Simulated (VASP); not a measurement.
Crystal: SrO (kl).

```xyz
4
Lattice="4.2755 0.0000 0.0000 -2.1377 3.7027 0.0000 0.0000 0.0000 5.1556" Properties=species:S:1:pos:R:3 pbc="T T T"
Sr    0.0000    2.4684    3.8667
Sr    2.1377    1.2342    1.2889
O     0.0000    2.4684    1.2889
O     2.1377    1.2342    3.8667
```

```yaml
Program: VASP 6.6.1
Task: relaxation of cell and atoms
Functional: LDA
Potentials_or_basis: VASP PAW LDA potentials, release 64 (Sr_sv, O)
Cutoff: 600 eV
k_mesh: 9 × 9 × 6
Occupations: gaussian, width 0.02 eV
Spin: no spin polarisation
```

At the start: pressure -4.0 GPa; volume 20.40 Å³/atom.

Q: Where does the relaxation end?

A: Over 14 steps the energy falls by 14.3 meV/atom and the volume is 19.32 Å³/atom (-5.3 %); space group P6_3/mmc (No. 194, to 0.05 Å).

Step by step:
```
step  energy change (eV)  largest force (eV/Å)  pressure (GPa)  volume (Å³)
   1              0.0000                0.0000           -4.04        81.62
   2             -0.0480                0.0000            1.85        75.69
   3             -0.0573                0.0000            0.00        77.31
   4             -0.0572                0.0000           -0.09        77.39
   5             -0.0573                0.0000           -0.09        77.38
   6             -0.0573                0.0000           -0.09        77.37
   7             -0.0573                0.0000            0.04        77.24
   8             -0.0573                0.0000            0.02        77.29
   9             -0.0573                0.0000            0.01        77.30
  10             -0.0573                0.0000           -0.04        77.34
  11             -0.0573                0.0000           -0.04        77.31
  12             -0.0573                0.0000           -0.03        77.31
  13             -0.0573                0.0000           -0.02        77.29
  14             -0.0573                0.0000            0.00        77.27
```

Final structure:
```
CELL_PARAMETERS angstrom
4.19933 0.00000 0.00000
-2.09966 3.63672 0.00000
0.00000 0.00000 5.05969
ATOMIC_POSITIONS crystal
Sr 0.33333 0.66667 0.75000
Sr 0.66667 0.33333 0.25000
O 0.33333 0.66667 0.25000
O 0.66667 0.33333 0.75000
```
